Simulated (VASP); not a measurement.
# VC15O32 (a cell with a defect) in VASP: electric field gradients with PBE

Aim: the electric field gradients of VC15O32 (a cell with a defect) with PBE.

All numbers are computed with VASP 6.6.1; they aren't measurements. Logs are shortened: lines on timing, memory, paths and dates and some standing lists are left out, and cuts for length are marked.

## 1. The cell of the first run

The cell holds a defect, 48 atoms: a = 7.763 Å, b = 7.763 Å, c = 7.763 Å, α = 125.54°, β = 125.54°, γ = 80.64°.

## 2. Electric field gradients, PBE

File INCAR:

```
PREC = Accurate
ENCUT = 520
EDIFF = 1E-8
ISMEAR = -1
SIGMA = 0.01
LREAL = Auto
LASPH = T
NELM = 100
ALGO = Normal
ISIF = 2
LWAVE = F
LCHARG = F
GGA = PE
LEFG = T
NELECT = 264.0
NBANDS = 162
```

File KPOINTS:

```
regular mesh
0
Gamma
  4 4 4
```

File POSCAR:

```
VC15O32
1.0
   -3.5518000000      3.5518000000      5.9184000000
    3.5518000000     -3.5518000000      5.9184000000
    3.5518000000      3.5518000000     -5.9184000000
V C O
1 15 32
Direct
    0.0000000000      0.0000000000      0.0000000000
    0.0000000000      0.0000000000      0.5000000000
    0.0000000000      0.5000000000      0.0000000000
    0.0000000000      0.5000000000      0.5000000000
    0.5000000000      0.0000000000      0.0000000000
    0.5000000000      0.0000000000      0.5000000000
    0.5000000000      0.5000000000      0.0000000000
    0.5000000000      0.5000000000      0.5000000000
    0.3750000000      0.1250000000      0.2500000000
    0.3750000000      0.1250000000      0.7500000000
    0.3750000000      0.6250000000      0.2500000000
    0.3750000000      0.6250000000      0.7500000000
    0.8750000000      0.1250000000      0.2500000000
    0.8750000000      0.1250000000      0.7500000000
    0.8750000000      0.6250000000      0.2500000000
    0.8750000000      0.6250000000      0.7500000000
    0.1875000000      0.1695000000      0.2320000000
    0.1875000000      0.1695000000      0.7320000000
    0.1875000000      0.6695000000      0.2320000000
    0.1875000000      0.6695000000      0.7320000000
    0.6875000000      0.1695000000      0.2320000000
    0.6875000000      0.1695000000      0.7320000000
    0.6875000000      0.6695000000      0.2320000000
    0.6875000000      0.6695000000      0.7320000000
    0.3305000000      0.0625000000      0.0180000000
    0.3305000000      0.0625000000      0.5180000000
    0.3305000000      0.5625000000      0.0180000000
    0.3305000000      0.5625000000      0.5180000000
    0.8305000000      0.0625000000      0.0180000000
    0.8305000000      0.0625000000      0.5180000000
    0.8305000000      0.5625000000      0.0180000000
    0.8305000000      0.5625000000      0.5180000000
    0.4375000000      0.4555000000      0.2680000000
    0.4375000000      0.4555000000      0.7680000000
    0.4375000000      0.9555000000      0.2680000000
    0.4375000000      0.9555000000      0.7680000000
    0.9375000000      0.4555000000      0.2680000000
    0.9375000000      0.4555000000      0.7680000000
    0.9375000000      0.9555000000      0.2680000000
    0.9375000000      0.9555000000      0.7680000000
    0.0445000000      0.3125000000      0.4820000000
    0.0445000000      0.3125000000      0.9820000000
    0.0445000000      0.8125000000      0.4820000000
    0.0445000000      0.8125000000      0.9820000000
    0.5445000000      0.3125000000      0.4820000000
    0.5445000000      0.3125000000      0.9820000000
    0.5445000000      0.8125000000      0.4820000000
    0.5445000000      0.8125000000      0.9820000000
```

Potentials or basis: VASP PAW PBE potentials, release 64 (V_sv, C, O).

The run is started by

```
$ cat potpaw_PBE.64/V_sv/POTCAR potpaw_PBE.64/C/POTCAR potpaw_PBE.64/O/POTCAR > POTCAR
$ mpirun -np 1 vasp_std > vasp.out
```

OUTCAR:

```text
PREC = Accurate
   ENCUT = 520
   EDIFF = 1E-8
   ISMEAR = -1
   LREAL = Auto
   LASPH = T
   NELM = 100
   ISIF = 2
   GGA = PE
   NELECT = 264.0

 ion  position               nearest neighbor table
   1  0.000  0.000  0.000-  40 1.38  29 1.38  17 1.38  44 1.38   9 2.31  13 2.31  14 2.31  16 2.31

   2  0.000  0.000  0.500-  39 1.38  30 1.38  18 1.38  43 1.38
   3  0.000  0.500  0.000-  38 1.38  31 1.38  19 1.38  42 1.38
   4  0.000  0.500  0.500-  37 1.38  32 1.38  20 1.38  41 1.38
   5  0.500  0.000  0.000-  36 1.38  25 1.38  21 1.38  48 1.38
   6  0.500  0.000  0.500-  35 1.38  26 1.38  22 1.38  47 1.38
   7  0.500  0.500  0.000-  34 1.38  27 1.38  23 1.38  46 1.38
   8  0.500  0.500  0.500-  33 1.38  28 1.38  24 1.38  45 1.38
   9  0.375  0.125  0.250-  25 1.38  17 1.38  35 1.38  45 1.38   1 2.31
  10  0.375  0.125  0.750-  26 1.38  18 1.38  36 1.38  46 1.38
  11  0.375  0.625  0.250-  27 1.38  19 1.38  33 1.38  47 1.38
  12  0.375  0.625  0.750-  28 1.38  20 1.38  34 1.38  48 1.38
  13  0.875  0.125  0.250-  29 1.38  21 1.38  39 1.38  41 1.38   1 2.31
  14  0.875  0.125  0.750-  30 1.38  22 1.38  40 1.38  42 1.38   1 2.31
  15  0.875  0.625  0.250-  31 1.38  23 1.38  37 1.38  43 1.38
  16  0.875  0.625  0.750-  32 1.38  24 1.38  38 1.38  44 1.38   1 2.31
  17  0.188  0.169  0.232-   1 1.38   9 1.38
[... 29 lines left out ...]
  47  0.544  0.812  0.482-   6 1.38  11 1.38
  48  0.544  0.812  0.982-   5 1.38  12 1.38

  LATTYP: Found a body centered tetragonal cell.
 ALAT       =     7.1036000000
 C/A-ratio  =     1.6663100400

  Lattice vectors:

 A1 = (  -3.5518000000,   3.5518000000,   5.9184000000)
 A2 = (   3.5518000000,  -3.5518000000,   5.9184000000)
 A3 = (   3.5518000000,   3.5518000000,  -5.9184000000)

Analysis of symmetry for initial positions (statically):
=====================================================================
 Subroutine PRICEL returns:
 Original cell was already a primitive cell.

 Routine SETGRP: Setting up the symmetry group for a
 body centered tetragonal supercell.

 Subroutine GETGRP returns: Found  4 space group operations
 (whereof  4 operations were pure point group operations)
 out of a pool of 16 trial point group operations.

The static configuration has the point symmetry S_4 .

Analysis of symmetry for dynamics (positions and initial velocities):
=====================================================================
 Subroutine PRICEL returns:
 Original cell was already a primitive cell.

 Routine SETGRP: Setting up the symmetry group for a
 body centered tetragonal supercell.

 Subroutine GETGRP returns: Found  4 space group operations
 (whereof  4 operations were pure point group operations)
 out of a pool of 16 trial point group operations.

The dynamic configuration has the point symmetry S_4 .

 Subroutine INISYM returns: Found  4 space group operations
 (whereof  4 operations are pure point group operations),
 and found     1 'primitive' translations

----------------------------------------------------------------------------------------

                                     Primitive cell

  volume of cell :     298.6492

  direct lattice vectors                    reciprocal lattice vectors
    -3.551800000  3.551800000  5.918400000     0.000000000  0.140773692  0.084482293
     3.551800000 -3.551800000  5.918400000     0.140773692  0.000000000  0.084482293
     3.551800000  3.551800000 -5.918400000     0.140773692  0.140773692  0.000000000

  length of vectors
     7.762604269  7.762604269  7.762604269     0.164178227  0.164178227  0.199084065

  position of ions in fractional coordinates (direct lattice)
     0.000000000  0.000000000  0.000000000
     1.000000000  1.000000000  0.500000000
     0.000000000  0.500000000  0.000000000
     0.000000000  0.500000000  0.500000000
     0.500000000  0.000000000  0.000000000
     0.500000000  0.000000000  0.500000000
[... 40 lines left out ...]
     0.544500000  0.812500000  0.482000000
     0.544500000  0.812500000  0.982000000

  ion indices of the primitive-cell ions
   primitive index   ion index
[... 113 lines left out ...]
   IBRION =     -1    ionic relax: 0-MD 1-quasi-New 2-CG
   NFREE  =      0    steps in history (QN), initial steepest desc. (CG)
   ISIF   =      2    stress and relaxation
   ISYM   =      2    0-nonsym 1-usesym 2-fastsym
   POTIM  = 0.5000    time-step for ionic-motion
   TEBEG  =    0.0;   TEEND  =   0.0 temperature during run
   PSTRESS=    0.0 pullay stress
   NELECT =     264.0000    total number of electrons
   NUPDOWN=      -1.0000    fix difference up-down
   EMIN   =  10.00;   EMAX   =-10.00  energy-range for DOS
   EFERMI =   0.00;   METHOD = LEGACY
   ISMEAR =    -1;   SIGMA  =   0.01  broadening in eV -4-tet -1-fermi 0-gaus
   EFERMI_NEDOS =   21; number of points for ismear=-14 and -15
   IALGO  =     38    algorithm
   IMIX   =      4    mixing-type and parameters
     AMIX     =   0.40;   BMIX     =  1.00
     AMIX_MAG =   1.60;   BMIX_MAG =  1.00
  volume/ion in A,a.u.               =       6.22        41.99
  Fermi-wavevector in a.u.,A,eV,Ry     =   1.571167  2.969075 33.586879  2.468566
  Thomas-Fermi vector in A             =   2.672791
   LORBIT       =      0    0 simple, 1 ext, 2 COOP (PROOUT), +10 PAW based schemes
   GGA     = PE    functional components
   LHFCALC =     F    Hartree Fock is set to
   AEXX    =    0.0000 exact exchange contribution
   IVDW    =     0    specifies the selected vdW correction
   LEPSILON=     F    determine dielectric tensor
   LRPA    =     F    only Hartree local field effects (RPA)
 non-spin polarized calculation
  energy-cutoff  :      520.00
  volume of cell :      298.65
 maximum number of plane-waves:      8072
 NGX is ok and might be reduce to    60
   NGX = 29   NGY = 29   NGZ = 29

 number of electron     263.9999893 magnetization

 Free energy of the ion-electron system (eV)
  ---------------------------------------------------
  ext. energy  EPLUGINS =         0.00000000
  ---------------------------------------------------
  free energy    TOTEN  =      -328.09849244 eV

  energy without entropy =     -328.09849244  energy(sigma->0) =     -328.09849244

 E-fermi :   5.7933     XC(G=0): -12.6713

 val. band max:        5.4590784134   @ k =  -0.2500   0.5000   0.2500
 cond. band min:       9.9658328155   @ k =   0.0000   0.0000   0.0000
 fundamental gap:      4.5067544021
 Fermi energy:         5.7933379763

 k-point     1 :       0.0000    0.0000    0.0000
  band No.  band energies     occupation
      1     -58.0078      2.00000
      2     -33.5588      2.00000
      3     -33.5588      2.00000
      4     -33.0505      2.00000
      5     -19.8662      2.00000
      6     -18.6433      2.00000
[... 2047 lines left out ...]
    143      14.8095      0.00000
    144      14.8095      0.00000
 [bands above 144 left out]

------------------------ aborting loop because EDIFF is reached ----------------------------------------

  FORCE on cell =-STRESS in cart. coord.  units (eV):
  Direction    XX          YY          ZZ          XY          YZ          ZX
  --------------------------------------------------------------------------------------
  -------------------------------------------------------------------------------------
  Total      121.2880617    121.2880617    130.7665950      0.0000019      0.0000000      0.0000000
  in kB      650.6798037    650.6798037    701.5297398      0.0000099      0.0000000      0.0000000
  external PRESSURE =     667.6297824 kB  Pullay stress =       0.0000000 kB

 VOLUME and BASIS-vectors are now :
 -----------------------------------------------------------------------------
  energy-cutoff  :      520.00
  volume of cell :      298.65
      direct lattice vectors                 reciprocal lattice vectors
    -3.551800000  3.551800000  5.918400000     0.000000000  0.140773692  0.084482293
     3.551800000 -3.551800000  5.918400000     0.140773692  0.000000000  0.084482293
     3.551800000  3.551800000 -5.918400000     0.140773692  0.140773692  0.000000000

 POSITION                                       TOTAL-FORCE (eV/Angst)
 -----------------------------------------------------------------------------------
      0.00000      0.00000      0.00000        -0.000000     -0.000000      0.000000
      1.77590      1.77590     -2.95920         0.200992      0.360892     -0.145155
      1.77590     -1.77590      2.95920         0.360892     -0.200992      0.145155
      3.55180      0.00000      0.00000        -0.000000     -0.000000      0.349288
     -1.77590      1.77590      2.95920        -0.360892      0.200992      0.145155
      0.00000      3.55180      0.00000        -0.000000     -0.000000     -0.349288
[... 40 lines left out ...]
      2.66385      0.76009      5.17860         0.196930     -1.180034      0.221038
      4.43975      2.53599      2.21940         0.126184     -1.334316      0.042467
 -----------------------------------------------------------------------------------
    total drift:                                0.000006      0.000005      0.000008

  FREE ENERGIE OF THE ION-ELECTRON SYSTEM (eV)
  ---------------------------------------------------
  free  energy   TOTEN  =      -328.0984924404 eV

  energy  without entropy=     -328.0984924404  energy(sigma->0) =     -328.09849244

 Electric field gradients (V/A^2)
---------------------------------------------------------------------
 ion       V_xx      V_yy      V_zz      V_xy      V_xz      V_yz
---------------------------------------------------------------------
   1      -5.770    -5.769    11.539     0.005     0.003     0.003
   2       1.290     2.162    -3.452     1.013    -1.545    -1.674
   3       2.162     1.290    -3.452    -1.011     1.675    -1.545
   4       2.254     0.980    -3.234    -1.327     0.000     0.000
   5       2.162     1.290    -3.452    -1.011    -1.674     1.546
   6       0.980     2.254    -3.234     1.329     0.000     0.000
[... 40 lines left out ...]
  47      33.836    -1.503   -32.333    -2.362   175.789    -1.308
  48      36.196    -3.797   -32.400    -1.750   175.235     0.392
---------------------------------------------------------------------

 Electric field gradients after diagonalization (V/A^2)
 (convention: |V_zz| > |V_xx| > |V_yy|)
----------------------------------------------------------------------
 ion       V_xx      V_yy      V_zz     asymmetry (V_yy - V_xx)/ V_zz
----------------------------------------------------------------------
   1      -5.775    -5.764    11.539       0.001
   2       3.554     0.645    -4.199       0.693
   3       3.553     0.647    -4.200       0.692
   4       3.089     0.145    -3.234       0.910
   5       3.553     0.647    -4.200       0.692
   6       3.091     0.143    -3.234       0.911
[... 40 lines left out ...]
  47    -178.126    -1.540   179.666       0.983
  48    -176.674    -3.792   180.465       0.958
----------------------------------------------------------------------

           NMR quadrupolar parameters

 Cq : quadrupolar parameter    Cq=e*Q*V_zz/h
 eta: asymmetry parameters     (V_yy - V_xx)/ V_zz
 Q  : nuclear electric quadrupole moment in mb (millibarn)
----------------------------------------------------------------------
 ion       Cq(MHz)       eta       Q (mb)
----------------------------------------------------------------------
   1       0.028       0.001       1.000
   2      -0.010       0.693       1.000
   3      -0.010       0.692       1.000
   4      -0.008       0.910       1.000
   5      -0.010       0.692       1.000
   6      -0.008       0.911       1.000
[... 40 lines left out ...]
  47       0.434       0.983       1.000
  48       0.436       0.958       1.000
----------------------------------------------------------------------
```

Run time: 31 min. Hardware: 1 thread of Intel Xeon Platinum 8559C (Emerald Rapids), shared host; peak memory 0.75 GiB.

What came out:

| Property | Result |
| --- | --- |
| Free energy | -328.0985 eV |
| Largest force | 29.129 eV/Å |
| Largest electric field gradient by atom | V +11.5; C -4.2, -3.2, -3.1, +10.3, -3.4 (each value once); O +143.0, +180.5, +179.5, +179.7, +181.7, +180.3, +182.9 (each value once) V/Å² |

Forces in eV/Å, atoms in the order of the input:
```
V     0.000   0.000   0.000
C     0.201   0.361  -0.145
C     0.361  -0.201   0.145
C     0.000   0.000   0.349
C    -0.361   0.201   0.145
C     0.000   0.000  -0.349
C     0.000   0.000   0.000
C    -0.201  -0.361  -0.145
C     0.296   2.393   1.954
C     0.298   0.056  -0.008
C    -0.298  -0.056  -0.008
C    -0.056   0.298   0.008
C     2.393  -0.296  -1.954
C    -0.296  -2.393   1.954
C     0.056  -0.298   0.008
C    -2.393   0.296  -1.954
O    14.681  19.229  16.225
O    -1.334  -0.126  -0.042
O    -1.248  -0.101  -0.021
O    -1.180  -0.197  -0.221
O    -1.018   0.141  -0.151
O    -1.461   0.509   0.045
O    -1.274   0.116   0.046
O    -0.970   0.449   0.401
O     0.449   0.970  -0.401
O    -0.197   1.180   0.221
O     0.116   1.274  -0.046
O    -0.101   1.248   0.021
O    19.229 -14.681 -16.225
O     0.141   1.018   0.151
O    -0.126   1.334   0.042
O     0.509   1.461  -0.045
O     1.334   0.126  -0.042
O     1.274  -0.116   0.046
O     1.461  -0.509   0.045
O     1.248   0.101  -0.021
O     1.180   0.197  -0.221
O     1.018  -0.141  -0.151
O     0.970  -0.449   0.401
O   -14.681 -19.229  16.225
O    -0.509  -1.461  -0.045
O    -0.449  -0.970  -0.401
O     0.101  -1.248   0.021
O   -19.229  14.681 -16.225
O    -0.141  -1.018   0.151
O    -0.116  -1.274  -0.046
O     0.197  -1.180   0.221
O     0.126  -1.334   0.042
```

Levels at points of the mesh, in eV from the Fermi level:
| k point | band 128 | band 129 | band 130 | band 131 | band 132 | band 133 | band 134 | band 135 | band 136 | band 137 |
| --- | --- | --- | --- | --- | --- | --- | --- | --- | --- | --- |
| (0.00, 0.00, 0.00) | -0.57 | -0.45 | -0.44 | -0.44 | -0.38 | 4.17 | 5.54 | 6.71 | 7.30 | 7.30 |
| (0.50, 0.00, 0.00) | -0.59 | -0.57 | -0.53 | -0.41 | -0.39 | 4.22 | 5.49 | 7.41 | 7.57 | 7.62 |
| (0.50, 0.50, 0.00) | -0.60 | -0.60 | -0.53 | -0.50 | -0.48 | 4.22 | 5.46 | 7.53 | 7.55 | 7.70 |
| (0.50, 0.50, 0.50) | -0.65 | -0.54 | -0.44 | -0.44 | -0.37 | 4.28 | 5.44 | 7.80 | 7.80 | 7.82 |

Electric field gradients, principal values (V/Å²):
```csv
atom,least,middle,greatest (by size)
1 V,-5.764,-5.775,11.539
2 C,0.645,3.554,-4.199
3 C,0.647,3.553,-4.200
4 C,0.145,3.089,-3.234
5 C,0.647,3.553,-4.200
6 C,0.143,3.091,-3.234
7 C,1.543,1.545,-3.088
8 C,0.645,3.555,-4.200
9 C,-3.761,-6.578,10.339
10 C,1.344,2.075,-3.419
11 C,1.344,2.075,-3.420
12 C,1.346,2.073,-3.420
13 C,-3.762,-6.577,10.339
14 C,-3.760,-6.579,10.338
15 C,1.347,2.073,-3.420
16 C,-3.762,-6.578,10.340
17 O,-69.749,-73.213,142.962
18 O,-3.792,-176.674,180.465
19 O,-4.842,-174.638,179.479
20 O,-1.540,-178.126,179.666
21 O,-3.514,-178.161,181.676
22 O,-6.120,-173.371,179.491
23 O,-3.355,-176.903,180.258
24 O,-5.489,-177.433,182.923
25 O,-5.489,-177.435,182.924
26 O,-1.539,-178.128,179.667
27 O,-3.354,-176.905,180.259
28 O,-4.841,-174.640,179.481
29 O,-69.751,-73.211,142.962
30 O,-3.514,-178.163,181.677
31 O,-3.791,-176.676,180.466
32 O,-6.120,-173.372,179.492
33 O,-3.791,-176.675,180.466
34 O,-3.354,-176.905,180.259
35 O,-6.119,-173.373,179.492
36 O,-4.841,-174.640,179.481
37 O,-1.539,-178.128,179.667
38 O,-3.514,-178.163,181.677
39 O,-5.488,-177.435,182.924
40 O,-69.753,-73.210,142.963
41 O,-6.120,-173.371,179.491
42 O,-5.489,-177.433,182.922
43 O,-4.842,-174.638,179.479
44 O,-69.751,-73.212,142.962
45 O,-3.514,-178.161,181.676
46 O,-3.354,-176.903,180.258
47 O,-1.540,-178.126,179.666
48 O,-3.792,-176.674,180.465
```

Caveat: the cell carries a net charge on a neutralising background, which shifts energy and pressure; the cell is charged against a uniform background, so pressure and absolute levels hang on convention; atoms lie so close that the PAW spheres overlap strongly, which falsifies energies and pressures; without QUAD_EFG the Cq values of the log hold for a quadrupole moment of 1 mb, not for the nuclei.
